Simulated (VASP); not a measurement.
# Ti3N3O in VASP: settings compared, part 2 of 3

VASP 6.6.1.

## Step 3: Single point, PBE

Contents of INCAR:

```
SYSTEM = Ti3N3O
PREC = Accurate
ENCUT = 520
EDIFF = 1E-6
ISMEAR = 0
SIGMA = 0.1
LREAL = .FALSE.
LASPH = .TRUE.
NELM = 80
ALGO = Normal
ISIF = 2
LWAVE = .FALSE.
LCHARG = .FALSE.
LDIPOL = .TRUE.
IDIPOL = 3
DIPOL = 0.5 0.5 0.357
GGA = PE
NBANDS = 38
```

Contents of KPOINTS:

```
regular mesh
0
G
  9 9 1
  0 0 0
```

Contents of POSCAR:

```
Ti3N3O
1.0
    3.0028555065      0.0000000000      0.0000000000
   -1.5014277533      2.6005491526      0.0000000000
    0.0000000000      0.0000000000     21.5541471922
N Ti O
3 3 1
Direct
    0.3333333333      0.6666666667      0.1855791354
    0.0000000000      0.0000000000      0.2993308525
    0.6666666667      0.3333333333      0.4147299352
    0.6666666667      0.3333333333      0.2424549940
    0.3333333333      0.6666666667      0.3575097830
   -0.0399398446      0.0521635833      0.4760629145
    0.1666666667      0.6666666667      0.5218912851
```

Potentials or basis: VASP PAW PBE potentials, release 64 (N, Ti_sv, O).

Command:

```
$ cat potpaw_PBE.64/N/POTCAR potpaw_PBE.64/Ti_sv/POTCAR potpaw_PBE.64/O/POTCAR > POTCAR
$ mpirun -np 1 vasp_std > vasp.out
```

OUTCAR:

```text
SYSTEM = Ti3N3O
   PREC = Accurate
   ENCUT = 520
   EDIFF = 1E-6
   ISMEAR = 0
   LREAL = .FALSE.
   LASPH = .TRUE.
   NELM = 80
   ISIF = 2
   GGA = PE

 ion  position               nearest neighbor table
   1  0.333  0.667  0.186-   4 2.12   4 2.12   4 2.12
   2  0.000  0.000  0.299-   4 2.12   4 2.12   4 2.12   5 2.14   5 2.14   5 2.14
   3  0.667  0.333  0.415-   6 2.00   5 2.13   5 2.13   5 2.13   6 2.27   6 2.30
   4  0.667  0.333  0.242-   2 2.12   2 2.12   2 2.12   1 2.12   1 2.12   1 2.12
   5  0.333  0.667  0.358-   3 2.13   3 2.13   3 2.13   2 2.14   2 2.14   2 2.14
   6  0.960  0.052  0.476-   7 1.85   7 1.90   3 2.00   3 2.27   7 2.29   3 2.30
   7  0.167  0.667  0.522-   6 1.85   6 1.90   6 2.29

  LATTYP: Found a hexagonal cell.
 ALAT       =     3.0028555065
 C/A-ratio  =     7.1778835663

  Lattice vectors:

 A1 = (   3.0028555065,   0.0000000000,   0.0000000000)
 A2 = (  -1.5014277533,   2.6005491526,   0.0000000000)
 A3 = (   0.0000000000,   0.0000000000,  21.5541471922)

Analysis of symmetry for initial positions (statically):
=====================================================================
 Subroutine PRICEL returns:
 Original cell was already a primitive cell.

 Routine SETGRP: Setting up the symmetry group for a
 hexagonal supercell.

 Subroutine GETGRP returns: Found  1 space group operations
 (whereof  1 operations were pure point group operations)
 out of a pool of 24 trial point group operations.

The static configuration has the point symmetry C_1 .

Analysis of symmetry for dynamics (positions and initial velocities):
=====================================================================
 Subroutine PRICEL returns:
 Original cell was already a primitive cell.

 Routine SETGRP: Setting up the symmetry group for a
 hexagonal supercell.

 Subroutine GETGRP returns: Found  1 space group operations
 (whereof  1 operations were pure point group operations)
 out of a pool of 24 trial point group operations.

The dynamic configuration has the point symmetry C_1 .

 Subroutine INISYM returns: Found  1 space group operations
 (whereof  1 operations are pure point group operations),
 and found     1 'primitive' translations

----------------------------------------------------------------------------------------

                                     Primitive cell

  volume of cell :     168.3179

  direct lattice vectors                    reciprocal lattice vectors
     3.002855506  0.000000000  0.000000000     0.333016357  0.192267083  0.000000000
    -1.501427753  2.600549153  0.000000000     0.000000000  0.384534166  0.000000000
     0.000000000  0.000000000 21.554147192     0.000000000  0.000000000  0.046394784

  length of vectors
     3.002855506  3.002855507 21.554147192     0.384534166  0.384534166  0.046394784

  position of ions in fractional coordinates (direct lattice)
     0.333333333  0.666666667  0.185579135
     0.000000000  0.000000000  0.299330852
     0.666666667  0.333333333  0.414729935
     0.666666667  0.333333333  0.242454994
     0.333333333  0.666666667  0.357509783
     0.960060155  0.052163583  0.476062914
     0.166666667  0.666666667  0.521891285
[... 63 lines left out ...]
 [... further k-points ...]
   k-points           NKPTS =     41   k-points in BZ     NKDIM =     41   number of bands    NBANDS=     38
   number of dos      NEDOS =    301   number of ions     NIONS =      7
   total plane-waves  NPLWV =  92160
   dimension x,y,z NGX =    24 NGY =   24 NGZ =  160
   dimension x,y,z NGXF=    48 NGYF=   48 NGZF=  320
   ions per type =               3   3   1
   NGX,Y,Z   is equivalent  to a cutoff of  13.29, 13.29, 12.34 a.u.
   NGXF,Y,Z  is equivalent  to a cutoff of  26.57, 26.57, 24.68 a.u.
 SYSTEM =  Ti3N3O
   PREC   = accura    normal or accurate (medium, high low for compatibility)
   ISTART =      0    job   : 0-new  1-cont  2-samecut
   ICHARG =      2    charge: 1-file 2-atom 10-const
   ISPIN  =      1    spin polarized calculation?
   LNONCOLLINEAR =      F non collinear calculations
   LSORBIT =      F    spin-orbit coupling
   LASPH  =      T    aspherical Exc in radial PAW
   ENCUT  =  520.0 eV  38.22 Ry    6.18 a.u.   5.58  5.58 40.08*2*pi/ulx,y,z
   NELM   =     80;   NELMIN=  2; NELMDL= -5     # of ELM steps
   EDIFF  = 0.1E-05   stopping-criterion for ELM
   LREAL  =      F    real-space projection
   EDIFFG = 0.1E-04   stopping-criterion for IOM
   NSW    =      0    number of steps for IOM
   IBRION =     -1    ionic relax: 0-MD 1-quasi-New 2-CG
   NFREE  =      0    steps in history (QN), initial steepest desc. (CG)
   ISIF   =      2    stress and relaxation
   ISYM   =      2    0-nonsym 1-usesym 2-fastsym
   POTIM  = 0.5000    time-step for ionic-motion
   TEBEG  =    0.0;   TEEND  =   0.0 temperature during run
   PSTRESS=    0.0 pullay stress
   NELECT =      57.0000    total number of electrons
   NUPDOWN=      -1.0000    fix difference up-down
   EMIN   =  10.00;   EMAX   =-10.00  energy-range for DOS
   EFERMI =   0.00;   METHOD = LEGACY
   ISMEAR =     0;   SIGMA  =   0.10  broadening in eV -4-tet -1-fermi 0-gaus
   EFERMI_NEDOS =   21; number of points for ismear=-14 and -15
   IALGO  =     38    algorithm
   IMIX   =      4    mixing-type and parameters
     AMIX     =   0.40;   BMIX     =  1.00
     AMIX_MAG =   1.60;   BMIX_MAG =  1.00
  volume/ion in A,a.u.               =      24.05       162.27
  Fermi-wavevector in a.u.,A,eV,Ry     =   1.141098  2.156363 17.716214  1.302105
  Thomas-Fermi vector in A             =   2.277799
   LORBIT       =      0    0 simple, 1 ext, 2 COOP (PROOUT), +10 PAW based schemes
   GGA     = PE    functional components
   LHFCALC =     F    Hartree Fock is set to
   AEXX    =    0.0000 exact exchange contribution
   IVDW    =     0    specifies the selected vdW correction
   LEPSILON=     F    determine dielectric tensor
   LRPA    =     F    only Hartree local field effects (RPA)
 non-spin polarized calculation
 Gauss-broadening in eV      SIGMA  =   0.10
  energy-cutoff  :      520.00
  volume of cell :      168.32
 maximum number of plane-waves:      4581
   NGX = 11   NGY = 11   NGZ = 81

 dipolmoment           0.000000      0.000000      0.006779 electrons x Angstroem

 number of electron      57.0000010 magnetization

 dipolmoment           0.000000      0.000000     -0.100639 electrons x Angstroem

 Free energy of the ion-electron system (eV)
  ---------------------------------------------------
  ext. energy  EPLUGINS =         0.00000000
  ---------------------------------------------------
  free energy    TOTEN  =       -63.88976878 eV

  energy without entropy =      -63.87781189  energy(sigma->0) =      -63.88379034

 E-fermi :  -0.4210     XC(G=0):  -5.7167

 val. band max:       -0.4242435951   @ k =   0.4444   0.1111   0.0000
 cond. band min:      -0.3931007129   @ k =   0.3333   0.1111   0.0000
 fundamental gap:      0.0311428823
 Fermi energy:        -0.4210352458

 k-point     1 :       0.0000    0.0000    0.0000
  band No.  band energies     occupation
      1     -58.5895      2.00000
      2     -58.2140      2.00000
      3     -57.0372      2.00000
      4     -34.9618      2.00000
      5     -34.6765      2.00000
      6     -34.6138      2.00000
[... 973 lines left out ...]
     37       2.7359      0.00000
     38       2.9673      0.00000

 [... further k-points ...]

------------------------ aborting loop because EDIFF is reached ----------------------------------------

 vacuum level on the upper side and lower side of the slab       (xc-potential included)        -1.338         0.950

  FORCE on cell =-STRESS in cart. coord.  units (eV):
  Direction    XX          YY          ZZ          XY          YZ          ZX
  --------------------------------------------------------------------------------------
  -------------------------------------------------------------------------------------
  Total       -1.0238383     -0.4810381     -4.3415382     -0.8582475     -0.3631921      4.0706014
  in kB       -9.7456680     -4.5788845    -41.3260464     -8.1694489     -3.4571372     38.7470648
  external PRESSURE =     -18.5501997 kB  Pullay stress =       0.0000000 kB

 VOLUME and BASIS-vectors are now :
 -----------------------------------------------------------------------------
  energy-cutoff  :      520.00
  volume of cell :      168.32
      direct lattice vectors                 reciprocal lattice vectors
     3.002855506  0.000000000  0.000000000     0.333016357  0.192267083  0.000000000
    -1.501427753  2.600549153  0.000000000     0.000000000  0.384534166  0.000000000
     0.000000000  0.000000000 21.554147192     0.000000000  0.000000000  0.046394784

 POSITION                                       TOTAL-FORCE (eV/Angst)
 -----------------------------------------------------------------------------------
     -0.00000      1.73370      4.00000        -0.015869      0.022349      4.283190
      0.00000      0.00000      6.45182        -0.018102      0.046670      1.407357
      1.50143      0.86685      8.93915        -1.498031      0.258661     -0.196230
      1.50143      0.86685      5.22591         0.059747     -0.004884     -5.466986
     -0.00000      1.73370      7.70582        -0.208600     -0.166572     -0.027967
      2.80460      0.13565     10.26113        -0.029804     -0.000261     -0.048818
     -0.50048      1.73370     11.24892         1.710659     -0.155963      0.049455
 -----------------------------------------------------------------------------------
    total drift:                               -0.000034     -0.000101     -0.000389

  FREE ENERGIE OF THE ION-ELECTRON SYSTEM (eV)
  ---------------------------------------------------
  free  energy   TOTEN  =       -63.8897687848 eV

  energy  without entropy=      -63.8778118923  energy(sigma->0) =      -63.88379034

 vacuum level on the upper side and lower side of the slab         5.203         7.549
```

It took 7.8 min on 1 thread of Intel Xeon Platinum 8488C (Sapphire Rapids), shared host; peak memory 0.42 GiB.

Results:

* Free energy: -63.8898 eV
* Largest force: 5.467 eV/Å
* Band gap on the k mesh: zero (an odd number of electrons rules out a gap without spin polarisation)

Forces in eV/Å, atoms in the order of the input:
```
N   -0.016  0.022  4.283
N   -0.018  0.047  1.407
N   -1.498  0.259 -0.196
Ti   0.060 -0.005 -5.467
Ti  -0.209 -0.167 -0.028
Ti  -0.030  0.000 -0.049
O    1.711 -0.156  0.049
```

Levels at points of the mesh, in eV from the Fermi level:
```tsv
k point	band 24	band 25	band 26	band 27	band 28	band 29	band 30	band 31	band 32	band 33
(0.00, 0.00, 0.00)	-2.69	-2.55	-0.95	-0.31	-0.18	0.10	0.27	0.54	0.67	1.22
```

Caveat: an odd number of electrons without spin polarisation forces a metal; a magnetic or distorted state may lie lower.

## Step 4: Single point, PBE

Contents of INCAR:

```
SYSTEM = Ti3N3O
ALGO = Normal
DIPOL = 0.5 0.5 0.358
EDIFF = 1E-7
ENCUT = 520
GGA = PE
IDIPOL = 3
ISIF = 2
ISMEAR = 0
LASPH = .True.
LCHARG = .True.
LDIPOL = .True.
LELF = .True.
LREAL = .False.
LVACPOTAV = .True.
LVHAR = .True.
LWAVE = .False.
NBANDS = 38
NELM = 60
PREC = Accurate
SIGMA = 0.1
```

Contents of KPOINTS:

```
k-points
0
Gamma
  9 9 1
  0 0 0
```

POSCAR, as its differences from that of step 3:

```diff
@@ -13,3 +13,3 @@
     0.3333333333      0.6666666667      0.3575097830
-   -0.0399398446      0.0521635833      0.4760629145
-    0.1666666667      0.6666666667      0.5218912851
+   -0.1049120028     -0.0315154144      0.4785839140
+    0.5000000000      0.3333333333      0.5249770520
```

Potentials or basis: VASP PAW PBE potentials, release 64 (N, Ti_sv, O).

Command:

```
$ cat potpaw_PBE.64/N/POTCAR potpaw_PBE.64/Ti_sv/POTCAR potpaw_PBE.64/O/POTCAR > POTCAR
$ mpirun -np 1 vasp_std > vasp.out
```

OUTCAR:

```text
SYSTEM = Ti3N3O
   EDIFF = 1E-7
   ENCUT = 520
   GGA = PE
   ISIF = 2
   ISMEAR = 0
   LASPH = .True.
   LREAL = .False.
   NELM = 60
   PREC = Accurate

 ion  position               nearest neighbor table
   1  0.333  0.667  0.186-   4 2.12   4 2.12   4 2.12
   2  0.000  0.000  0.299-   4 2.12   4 2.12   4 2.12   5 2.14   5 2.14   5 2.14
   3  0.667  0.333  0.415-   6 2.08   5 2.13   5 2.13   5 2.13   6 2.17
   4  0.667  0.333  0.242-   2 2.12   2 2.12   2 2.12   1 2.12   1 2.12   1 2.12
   5  0.333  0.667  0.358-   3 2.13   3 2.13   3 2.13   2 2.14   2 2.14   2 2.14
   6  0.895  0.968  0.479-   7 1.87   7 1.94   3 2.08   3 2.17   7 2.22
   7  0.500  0.333  0.525-   6 1.87   6 1.94   6 2.22

  LATTYP: Found a hexagonal cell.
 ALAT       =     3.0028555065
 C/A-ratio  =     7.1778835663

  Lattice vectors:

 A1 = (   3.0028555065,   0.0000000000,   0.0000000000)
 A2 = (  -1.5014277533,   2.6005491526,   0.0000000000)
 A3 = (   0.0000000000,   0.0000000000,  21.5541471922)

Analysis of symmetry for initial positions (statically):
=====================================================================
 Subroutine PRICEL returns:
 Original cell was already a primitive cell.

 Routine SETGRP: Setting up the symmetry group for a
 hexagonal supercell.

 Subroutine GETGRP returns: Found  1 space group operations
 (whereof  1 operations were pure point group operations)
 out of a pool of 24 trial point group operations.

The static configuration has the point symmetry C_1 .

Analysis of symmetry for dynamics (positions and initial velocities):
=====================================================================
 Subroutine PRICEL returns:
 Original cell was already a primitive cell.

 Routine SETGRP: Setting up the symmetry group for a
 hexagonal supercell.

[... 132 lines left out ...]
   IMIX   =      4    mixing-type and parameters
     AMIX     =   0.40;   BMIX     =  1.00
     AMIX_MAG =   1.60;   BMIX_MAG =  1.00
  volume/ion in A,a.u.               =      24.05       162.27
  Fermi-wavevector in a.u.,A,eV,Ry     =   1.141098  2.156363 17.716214  1.302105
  Thomas-Fermi vector in A             =   2.277799
   LORBIT       =      0    0 simple, 1 ext, 2 COOP (PROOUT), +10 PAW based schemes
   GGA     = PE    functional components
   LHFCALC =     F    Hartree Fock is set to
   AEXX    =    0.0000 exact exchange contribution
   IVDW    =     0    specifies the selected vdW correction
   LEPSILON=     F    determine dielectric tensor
   LRPA    =     F    only Hartree local field effects (RPA)
 non-spin polarized calculation
 Gauss-broadening in eV      SIGMA  =   0.10
  energy-cutoff  :      520.00
  volume of cell :      168.32
 maximum number of plane-waves:      4581
   NGX = 11   NGY = 11   NGZ = 81

 dipolmoment           0.000000      0.000000      0.001375 electrons x Angstroem

 number of electron      57.0000012 magnetization

 dipolmoment           0.000000      0.000000     -0.086015 electrons x Angstroem

 Free energy of the ion-electron system (eV)
  ---------------------------------------------------
  ext. energy  EPLUGINS =         0.00000000
  ---------------------------------------------------
  free energy    TOTEN  =       -63.69858195 eV

  energy without entropy =      -63.68430153  energy(sigma->0) =      -63.69144174

 E-fermi :  -0.5654     XC(G=0):  -5.7436

 val. band max:       -0.5823700810   @ k =   0.1111   0.1111   0.0000
 cond. band min:      -0.5271981452   @ k =  -0.1111   0.3333   0.0000
 fundamental gap:      0.0551719358
 Fermi energy:        -0.5653564814

 k-point     1 :       0.0000    0.0000    0.0000
  band No.  band energies     occupation
      1     -58.4324      2.00000
      2     -58.3809      2.00000
      3     -57.1326      2.00000
      4     -34.8524      2.00000
      5     -34.6233      2.00000
      6     -34.5440      2.00000
[... 973 lines left out ...]
     37       2.6239      0.00000
     38       2.7886      0.00000

 [... further k-points ...]
[... 5 lines left out ...]
  --------------------------------------------------------------------------------------
  -------------------------------------------------------------------------------------
  Total       -1.9354341     -2.7715165     -4.6037577      1.0084204      0.2116727      0.6258447
  in kB      -18.4229265    -26.3813920    -43.8220507      9.5989084      2.0148607      5.9572631
  external PRESSURE =     -29.5421231 kB  Pullay stress =       0.0000000 kB

 VOLUME and BASIS-vectors are now :
 -----------------------------------------------------------------------------
  energy-cutoff  :      520.00
  volume of cell :      168.32
      direct lattice vectors                 reciprocal lattice vectors
     3.002855506  0.000000000  0.000000000     0.333016357  0.192267083  0.000000000
    -1.501427753  2.600549153  0.000000000     0.000000000  0.384534166  0.000000000
     0.000000000  0.000000000 21.554147192     0.000000000  0.000000000  0.046394784

 POSITION                                       TOTAL-FORCE (eV/Angst)
 -----------------------------------------------------------------------------------
     -0.00000      1.73370      4.00000        -0.054097      0.003105      4.349201
      0.00000      0.00000      6.45182        -0.059366     -0.004805      1.494261
      1.50143      0.86685      8.93915        -0.423045     -0.034068     -0.490073
      1.50143      0.86685      5.22591        -0.004101      0.012284     -5.596484
     -0.00000      1.73370      7.70582         0.310013     -0.052016      0.200823
      1.23371      2.51859     10.31547        -0.030120     -0.017528     -0.032403
      1.00095      0.86685     11.31543         0.260715      0.093027      0.074675
 -----------------------------------------------------------------------------------
    total drift:                                0.000013      0.000030     -0.000518

  FREE ENERGIE OF THE ION-ELECTRON SYSTEM (eV)
  ---------------------------------------------------
  free  energy   TOTEN  =       -63.6985819458 eV

  energy  without entropy=      -63.6843015294  energy(sigma->0) =      -63.69144174

 vacuum level on the upper side and lower side of the slab         5.591         7.584
```

It took 8.2 min on 1 thread of Intel Xeon Platinum 8488C (Sapphire Rapids), shared host; peak memory 0.43 GiB.

Results:

| Item | Value |
| --- | --- |
| Free energy | -63.6986 eV |
| Largest force | 5.596 eV/Å |
| Band gap on the k mesh | zero (an odd number of electrons rules out a gap without spin polarisation) |

Forces in eV/Å, atoms in the order of the input:
```
N   -0.054  0.003  4.349
N   -0.059 -0.005  1.494
N   -0.423 -0.034 -0.490
Ti  -0.004  0.012 -5.596
Ti   0.310 -0.052  0.201
Ti  -0.030 -0.018 -0.032
O    0.261  0.093  0.075
```

Levels at points of the mesh, in eV from the Fermi level:
```csv
k point,band 25,band 26,band 27,band 28,band 29,band 30,band 31,band 32,band 33,band 34
"(0.00, 0.00, 0.00)",-2.46,-0.82,-0.23,-0.14,0.40,0.49,0.65,1.07,1.58,1.70
```

Caveat: an odd number of electrons without spin polarisation forces a metal; a magnetic or distorted state may lie lower.

(Part 2 of 3 ends here.)

The gap in the log of VASP goes by the Fermi energy; the results here count the filled bands.